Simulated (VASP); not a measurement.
# Zr in VASP: a series of runs

The runs below take Zr through single point, with PBE.

All numbers are computed with VASP 6.6.1; they aren't measurements. Logs are shortened: lines on timing, memory, paths and dates and some standing lists are left out, and cuts for length are marked.

## Step 1: The cell of the first run

The typed cell holds 4 atoms: a = 6.478 Å, b = 3.156 Å, c = 5.579 Å, α = 90.00°, β = 125.53°, γ = 90.00°.

## Step 2: Single point, PBE

Input file INCAR:

```
SYSTEM = Zr
ALGO = Fast
EDIFF = 1E-7
ENCUT = 520
GGA = PE
ISIF = 2
ISMEAR = 0
LASPH = .TRUE.
LCHARG = .FALSE.
LREAL = .FALSE.
LWAVE = .FALSE.
NBANDS = 32
NELM = 60
PREC = Accurate
SIGMA = 0.1
```

Input file KPOINTS:

```
k-points
0
G
  4 6 4
  0 0 0
```

Input file POSCAR:

```
Zr
1.0
    6.4780042151      0.0000000000     -0.0369915973
    0.0000000000      3.1561253338      0.0000000000
   -3.2163614455      0.0000000000      4.5586336367
Zr
4
Direct
    0.0006886684      0.4191559523      0.2506483291
   -0.0006886684      0.9191559523      0.7493516709
    0.4993384759      0.4183740477      0.2494154796
    0.5006615241     -0.0816259523      0.7505845204
```

Potentials or basis: VASP PAW PBE potentials, release 64 (Zr_sv).

Command:

```
$ cat potpaw_PBE.64/Zr_sv/POTCAR > POTCAR
$ mpirun -np 1 vasp_std > vasp.out
```

OUTCAR:

```text
SYSTEM = Zr
   EDIFF = 1E-7
   ENCUT = 520
   GGA = PE
   ISIF = 2
   ISMEAR = 0
   LASPH = .TRUE.
   LREAL = .FALSE.
   NELM = 60
   PREC = Accurate

 ion  position               nearest neighbor table
   1  0.001  0.419  0.251-   4 3.20   4 3.20   2 3.20   2 3.20   4 3.20   4 3.20   2 3.21   2 3.21
                             3 3.23   3 3.24
   2  0.999  0.919  0.749-   3 3.20   3 3.20   1 3.20   1 3.20   3 3.20   3 3.20   1 3.21   1 3.21
                             4 3.23   4 3.24
   3  0.499  0.418  0.249-   2 3.20   2 3.20   4 3.20   4 3.20   2 3.20   2 3.20   4 3.21   4 3.21
                             1 3.23   1 3.24
   4  0.501  0.918  0.751-   1 3.20   1 3.20   3 3.20   3 3.20   1 3.20   1 3.20   3 3.21   3 3.21
                             2 3.23   2 3.24

  LATTYP: Found a simple monoclinic cell.
 ALAT       =     5.5752632484
 B/A-ratio  =     0.5660944054
 C/A-ratio  =     1.0006843929
 COS(beta)  =    -0.3254120422

  Lattice vectors:

 A1 = (   3.2616427696,   0.0000000000,   4.5216420394)
 A2 = (   0.0000000000,  -3.1561253338,   0.0000000000)
 A3 = (   3.2163614455,   0.0000000000,  -4.5586336367)

Analysis of symmetry for initial positions (statically):
=====================================================================
 Subroutine PRICEL returns:
 Original cell was already a primitive cell.

 Routine SETGRP: Setting up the symmetry group for a
 simple monoclinic supercell.

 Subroutine GETGRP returns: Found  2 space group operations
 (whereof  1 operations were pure point group operations)
 out of a pool of  4 trial point group operations.

The static configuration has the point symmetry C_1 .
 The point group associated with its full space group is C_2 .

Analysis of symmetry for dynamics (positions and initial velocities):
=====================================================================
 Subroutine PRICEL returns:
 Original cell was already a primitive cell.

 Routine SETGRP: Setting up the symmetry group for a
 simple monoclinic supercell.

 Subroutine GETGRP returns: Found  2 space group operations
 (whereof  1 operations were pure point group operations)
 out of a pool of  4 trial point group operations.

The dynamic configuration has the point symmetry C_1 .
 The point group associated with its full space group is C_2 .

 Subroutine INISYM returns: Found  2 space group operations
 (whereof  1 operations are pure point group operations),
 and found     1 'primitive' translations

----------------------------------------------------------------------------------------

                                     Primitive cell

  volume of cell :      92.8275

  direct lattice vectors                    reciprocal lattice vectors
     6.478004215  0.000000000 -0.036991597     0.154992991  0.000000000  0.109355899
     0.000000000  3.156125334  0.000000000     0.000000000  0.316844198  0.000000000
    -3.216361446  0.000000000  4.558633637     0.001257710  0.000000000  0.220251358

  length of vectors
     6.478109832  3.156125334  5.579078919     0.189688007  0.316844198  0.220254949

  position of ions in fractional coordinates (direct lattice)
     0.000688668  0.419155952  0.250648329
     0.999311332  0.919155952  0.749351671
     0.499338476  0.418374048  0.249415480
     0.500661524  0.918374048  0.750584520

  ion indices of the primitive-cell ions
   primitive index   ion index
                 1           1
                 2           2
                 3           3
                 4           4

----------------------------------------------------------------------------------------

 KPOINTS: k-points

Automatic generation of k-mesh.
 Grid dimensions read from file:
 generate k-points for:    4    6    4

 Generating k-lattice:

  Cartesian coordinates                     Fractional coordinates (reciprocal lattice)
     0.038748248  0.000000000  0.027338975     0.250000000  0.000000000  0.000000000
     0.000000000  0.052807366  0.000000000     0.000000000  0.166666667  0.000000000
     0.000314427  0.000000000  0.055062840    -0.000000000  0.000000000  0.250000000

  Length of vectors
     0.047422002  0.052807366  0.055063737

  Shift w.r.t. Gamma in fractional coordinates (k-lattice)
     0.000000000  0.000000000  0.000000000

 Subroutine IBZKPT returns following result:
 ===========================================

 Found     40 irreducible k-points:

 Following reciprocal coordinates:
            Coordinates               Weight
  0.000000  0.000000  0.000000      1.000000
  0.250000  0.000000 -0.000000      2.000000
  0.500000  0.000000 -0.000000      1.000000
  0.000000  0.166667  0.000000      2.000000
  0.250000  0.166667 -0.000000      4.000000
  0.500000  0.166667 -0.000000      2.000000
[... 16 lines left out ...]
  0.500000  0.333333  0.250000      4.000000
 -0.250000  0.333333  0.250000      4.000000
 [... further k-points ...]
   k-points           NKPTS =     40   k-points in BZ     NKDIM =     40   number of bands    NBANDS=     32
   number of dos      NEDOS =    301   number of ions     NIONS =      4
   total plane-waves  NPLWV =  48384
   dimension x,y,z NGX =    48 NGY =   24 NGZ =   42
   dimension x,y,z NGXF=    96 NGYF=   48 NGZF=   84
   ions per type =               4
   NGX,Y,Z   is equivalent  to a cutoff of  12.32, 12.64, 12.52 a.u.
   NGXF,Y,Z  is equivalent  to a cutoff of  24.64, 25.28, 25.03 a.u.
 SYSTEM =  Zr
   PREC   = accura    normal or accurate (medium, high low for compatibility)
   ISTART =      0    job   : 0-new  1-cont  2-samecut
   ICHARG =      2    charge: 1-file 2-atom 10-const
   ISPIN  =      1    spin polarized calculation?
   LNONCOLLINEAR =      F non collinear calculations
   LSORBIT =      F    spin-orbit coupling
   LASPH  =      T    aspherical Exc in radial PAW
   ENCUT  =  520.0 eV  38.22 Ry    6.18 a.u.  12.04  5.87 10.37*2*pi/ulx,y,z
   NELM   =     60;   NELMIN=  2; NELMDL= -5     # of ELM steps
   EDIFF  = 0.1E-06   stopping-criterion for ELM
   LREAL  =      F    real-space projection
   EDIFFG = 0.1E-05   stopping-criterion for IOM
   NSW    =      0    number of steps for IOM
   IBRION =     -1    ionic relax: 0-MD 1-quasi-New 2-CG
   NFREE  =      0    steps in history (QN), initial steepest desc. (CG)
   ISIF   =      2    stress and relaxation
   ISYM   =      2    0-nonsym 1-usesym 2-fastsym
   POTIM  = 0.5000    time-step for ionic-motion
   TEBEG  =    0.0;   TEEND  =   0.0 temperature during run
   PSTRESS=    0.0 pullay stress
   NELECT =      48.0000    total number of electrons
   NUPDOWN=      -1.0000    fix difference up-down
   EMIN   =  10.00;   EMAX   =-10.00  energy-range for DOS
   EFERMI =   0.00;   METHOD = LEGACY
   ISMEAR =     0;   SIGMA  =   0.10  broadening in eV -4-tet -1-fermi 0-gaus
   EFERMI_NEDOS =   21; number of points for ismear=-14 and -15
   IALGO  =     68    algorithm
   IMIX   =      4    mixing-type and parameters
     AMIX     =   0.40;   BMIX     =  1.00
     AMIX_MAG =   1.60;   BMIX_MAG =  1.00
  volume/ion in A,a.u.               =      23.21       156.61
  Fermi-wavevector in a.u.,A,eV,Ry     =   1.314003  2.483105 23.491864  1.726603
  Thomas-Fermi vector in A             =   2.444286
   LORBIT       =      0    0 simple, 1 ext, 2 COOP (PROOUT), +10 PAW based schemes
   GGA     = PE    functional components
   LHFCALC =     F    Hartree Fock is set to
   AEXX    =    0.0000 exact exchange contribution
   IVDW    =     0    specifies the selected vdW correction
   LEPSILON=     F    determine dielectric tensor
   LRPA    =     F    only Hartree local field effects (RPA)
 non-spin polarized calculation
 RMM-DIIS sequential band-by-band and
 Gauss-broadening in eV      SIGMA  =   0.10
  energy-cutoff  :      520.00
  volume of cell :       92.83
 maximum number of plane-waves:      2522
   NGX = 25   NGY = 11   NGZ = 21

 number of electron      48.0000001 magnetization

 Free energy of the ion-electron system (eV)
  ---------------------------------------------------
  ext. energy  EPLUGINS =         0.00000000
  ---------------------------------------------------
  free energy    TOTEN  =       -33.92531625 eV

  energy without entropy =      -33.89163902  energy(sigma->0) =      -33.90847763

 E-fermi :   8.9104     XC(G=0): -11.0971

 val. band max:        8.9058540254   @ k =   0.2500   0.3333   0.5000
 cond. band min:       8.9189721277   @ k =   0.5000   0.0000   0.2500
 fundamental gap:      0.0131181022
 Fermi energy:         8.9104142088

 k-point     1 :       0.0000    0.0000    0.0000
  band No.  band energies     occupation
      1     -39.7823      2.00000
      2     -39.6474      2.00000
      3     -39.6468      2.00000
      4     -39.5954      2.00000
      5     -18.2516      2.00000
      6     -18.2504      2.00000
[... 24 lines left out ...]
     31      11.8849      0.00000
     32      12.2996      0.00000

 k-point     2 :       0.2500    0.0000   -0.0000
  band No.  band energies     occupation
      1     -39.7628      2.00000
      2     -39.6669      2.00000
      3     -39.6399      2.00000
      4     -39.6031      2.00000
      5     -18.1968      2.00000
      6     -18.1409      2.00000
[... 24 lines left out ...]
     31      10.7296      0.00000
     32      12.1461      0.00000

 k-point     3 :       0.5000    0.0000   -0.0000
  band No.  band energies     occupation
      1     -39.7151      2.00000
      2     -39.7151      2.00000
      3     -39.6215      2.00000
      4     -39.6215      2.00000
      5     -18.1006      2.00000
      6     -18.1006      2.00000
[... 24 lines left out ...]
     31      11.5257      0.00000
     32      11.5257      0.00000

 k-point     4 :       0.0000    0.1667    0.0000
  band No.  band energies     occupation
      1     -39.7561      2.00000
      2     -39.6336      2.00000
      3     -39.6331      2.00000
      4     -39.5938      2.00000
      5     -18.1859      2.00000
      6     -18.1849      2.00000
[... 654 lines left out ...]
     31      12.3411      0.00000
     32      12.5797      0.00000

 k-point    23 :       0.5000    0.3333    0.2500
  band No.  band energies     occupation
      1     -39.6600      2.00000
      2     -39.6263      2.00000
      3     -39.6261      2.00000
      4     -39.5930      2.00000
      5     -18.0488      2.00000
      6     -18.0479      2.00000
[... 24 lines left out ...]
     31      11.5914      0.00000
     32      12.0222      0.00000

 k-point    24 :      -0.2500    0.3333    0.2500
  band No.  band energies     occupation
      1     -39.6812      2.00000
      2     -39.6188      2.00000
      3     -39.6046      2.00000
      4     -39.6006      2.00000
      5     -18.0442      2.00000
      6     -18.0252      2.00000
[... 24 lines left out ...]
     31      11.5687      0.00000
     32      11.6830      0.00000

 [... further k-points ...]
[... 5 lines left out ...]
  --------------------------------------------------------------------------------------
  -------------------------------------------------------------------------------------
  Total        0.0416347      0.0243736     -0.0554007      0.0000000      0.0000000      0.0187713
  in kB        0.7186034      0.4206808     -0.9562004      0.0000000      0.0000000      0.3239881
  external PRESSURE =       0.0610279 kB  Pullay stress =       0.0000000 kB

 VOLUME and BASIS-vectors are now :
 -----------------------------------------------------------------------------
  energy-cutoff  :      520.00
  volume of cell :       92.83
      direct lattice vectors                 reciprocal lattice vectors
     6.478004215  0.000000000 -0.036991597     0.154992991  0.000000000  0.109355899
     0.000000000  3.156125334  0.000000000     0.000000000  0.316844198  0.000000000
    -3.216361446  0.000000000  4.558633637     0.001257710  0.000000000  0.220251358

 POSITION                                       TOTAL-FORCE (eV/Angst)
 -----------------------------------------------------------------------------------
     -0.80171      1.32291      1.14259        -0.003448     -0.001555     -0.004932
      4.06336      2.90097      3.37905         0.003448     -0.001555      0.004932
      2.43251      1.32044      1.11852         0.003565      0.001555      0.001296
      0.82914      2.89850      3.40312        -0.003565      0.001555     -0.001296
 -----------------------------------------------------------------------------------
    total drift:                               -0.000000     -0.000048      0.000000

  FREE ENERGIE OF THE ION-ELECTRON SYSTEM (eV)
  ---------------------------------------------------
  free  energy   TOTEN  =       -33.9253162471 eV

  energy  without entropy=      -33.8916390175  energy(sigma->0) =      -33.90847763
```

Wall time 1.7 min (1 thread of Intel Xeon 6975P-C (Granite Rapids), shared host); peak memory 0.25 GiB.

Results:

| Property | Result |
| --- | --- |
| Free energy | -33.9253 eV |
| Pressure | 0.0 GPa |
| Largest force | 0.006 eV/Å |
| Band gap on the k mesh | zero (band 24 reaches 9.74 eV, above the bottom of band 25 at 8.62 eV) |

Forces in eV/Å, atoms in the order of the input:
```
Zr  -0.003 -0.002 -0.005
Zr   0.003 -0.002  0.005
Zr   0.004  0.002  0.001
Zr  -0.004  0.002 -0.001
```

Stress tensor (GPa, compression positive):
```
 0.07  0.00  0.03
 0.00  0.04  0.00
 0.03  0.00 -0.10
```

Levels at points of the mesh, in eV from the Fermi level:
| k point | band 22 | band 23 | band 24 | band 25 | band 26 | band 27 |
| --- | --- | --- | --- | --- | --- | --- |
| (0.00, 0.00, 0.00) | 0.68 | 0.69 | 0.82 | 0.95 | 1.01 | 1.02 |
| (0.50, 0.00, 0.00) | -1.15 | -0.03 | -0.03 | 0.44 | 0.44 | 1.15 |
| (0.00, 0.50, 0.00) | -0.47 | -0.46 | -0.46 | -0.29 | -0.29 | -0.09 |
| (0.50, 0.50, 0.00) | -1.11 | -1.09 | -1.09 | 0.49 | 0.49 | 0.50 |
| (0.00, 0.00, 0.50) | -0.92 | -0.38 | -0.38 | -0.26 | -0.26 | 1.22 |
| (0.50, 0.00, 0.50) | -1.14 | -0.04 | -0.03 | 0.44 | 0.45 | 1.16 |
| (0.00, 0.50, 0.50) | -2.18 | 0.66 | 0.66 | 0.89 | 0.89 | 1.23 |
| (0.50, 0.50, 0.50) | -1.10 | -1.09 | -1.09 | 0.49 | 0.49 | 0.50 |

[end of part 1 of 2]
